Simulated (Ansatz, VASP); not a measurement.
CdTe in VASP and in Ansatz

INCAR

```
PREC = Accurate
ENCUT = 520
EDIFF = 1E-7
ISMEAR = 1
SIGMA = 0.01
LREAL = False
LASPH = True
NELM = 150
ALGO = Normal
ISIF = 2
LWAVE = False
LCHARG = False
ISPIN = 2
MAGMOM = 1 0
LORBIT = 11
NUPDOWN = 1.0
GGA = PS
IVDW = 13
NBANDS = 20
```

The input KPOINTS:

```
Automatic mesh
0
Gamma
  7 7 7
```

POSCAR

```
CdTe
1.0
    0.0000000000      3.2050000000      3.2050000000
    3.2050000000      0.0000000000      3.2050000000
    3.2050000000      3.2050000000      0.0000000000
Te Cd
1 1
Direct
    0.7500000000      0.7500000000      0.7500000000
    0.0000000000      0.0000000000      0.0000000000
```

input.yaml

```yaml
crystal:
  lattice:
    - [0.0, 3.205, 3.205]
    - [3.205, 0.0, 3.205]
    - [3.205, 3.205, 0.0]
  atoms:
    - { symbol: Te, position: [0.75, 0.75, 0.75], spin: 1.0 }
    - { symbol: Cd, position: [0.0, 0.0, 0.0] }
kpoints:
  mp_grid: { grid: [7, 7, 7] }
scf:
  occupations: { method: methfessel_paxton, width: 0.01 }
hamiltonian:
  xc: pbesol
  dispersion: d4
  pseudopotentials: { kind: all_electron, lapw: { basis_error: 0.0005 } }
magnetization:
  spin_polarized: true
  initial_magnetization: 1.0
  spin_locking: { lock_magnetization: hard }
output:
  forces: true
  stress: true
  eigenvalues: true
```

Alike in both runs: task single point; functional PBEsol; dispersion D4; k mesh 7 × 7 × 7; occupations methfessel-paxton of order 1, width 0.01 eV; collinear spin; fixed moment 1 μB.

|  | VASP | Ansatz |
| --- | --- | --- |
| version | VASP 6.6.1 | Ansatz 0.2.0 |
| potentials or method | VASP PAW PBE potentials, release 64 (Te, Cd), cutoff 520 eV | all-electron LAPW, scalar-relativistic |

|  | VASP | Ansatz | Ansatz less VASP |
| --- | --- | --- | --- |
| pressure (GPa) | 4.0 | 3.8 | -0.18 |
| size of the moment on the site where the two differ most (μB) | 0.35 | 0.41 | +0.053 |

VASP's potentials were made for PBE, not for PBEsol. Site moments also hang on the region over which each program counts them. Ansatz ran all-electron here, and VASP with PAW potentials.

Spin-orbit coupling is off throughout.
